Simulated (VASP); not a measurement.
Wanted: the native input for a VASP 6.6.1 run.

| Item | Value |
| --- | --- |
| Task | single point |
| Functional | PBE |
| Potentials or basis | VASP PAW PBE potentials, release 64 (B, N) |
| Cutoff | 520 eV |
| k mesh | 12 × 12 × 6 |
| Occupations | gaussian, width 0.05 eV |
| Spin | no spin polarisation |
| Dipole correction | no |
| Further INCAR settings | ALGO = Normal; EDIFF = 1e-06; NBANDS = 16 |

The structure of BN lies in POSCAR:

```
BN
1.0
    2.5545800962      0.0000000000      0.0000000000
   -1.2772900481      2.2123312593      0.0000000000
    0.0000000000      0.0000000000      4.2245145363
B N
2 2
Direct
    0.6666666667      0.3333333333      0.9998058548
    0.3333333333      0.6666666667      0.4998058548
    0.6028555399      0.2057110799      0.6011906409
    0.2695222066      0.5390444132      0.1011906409
```

This cell differs from its parent crystal: all N atoms moved +0.300 Å, as atom 3 towards its neighbour atom 2 (B) at 1.567 Å.

These files were run (other wordings do the same):

INCAR

```
SYSTEM = BN
PREC = Accurate ; ENCUT = 520
EDIFF = 1E-6 ; ISMEAR = 0
SIGMA = 0.05 ; LREAL = .FALSE.
LASPH = .TRUE. ; NELM = 80
ALGO = Normal ; ISIF = 2
LWAVE = .FALSE. ; LCHARG = .FALSE.
GGA = PE ; NBANDS = 16
```

KPOINTS

```
Automatic mesh
0
G
  12 12 6
  0 0 0
```

Potentials or basis: VASP PAW PBE potentials, release 64 (B, N).

Launch:

```console
$ cat potpaw_PBE.64/B/POTCAR potpaw_PBE.64/N/POTCAR > POTCAR
$ mpirun -np 1 vasp_std > vasp.out
```

It gave:

| Quantity | Value |
| --- | --- |
| Pressure | 33.0 GPa |
| Largest force | 12.937 eV/Å |
| Band gap on the k mesh | 3.88 eV, indirect (least direct gap 5.80 eV) |

Caveat: the cell differs from its parent crystal (all N atoms moved +0.300 Å, as atom 3 towards its neighbour atom 2 (B) at 1.567 Å); forces of over 1 eV/Å act on the atoms, so gaps and moduli don't describe the material at rest.

Wall time 36 s on 1 thread of AMD EPYC 9R45 96-Core Processor (Zen 5), with other jobs on the host, peak memory 0.16 GiB.
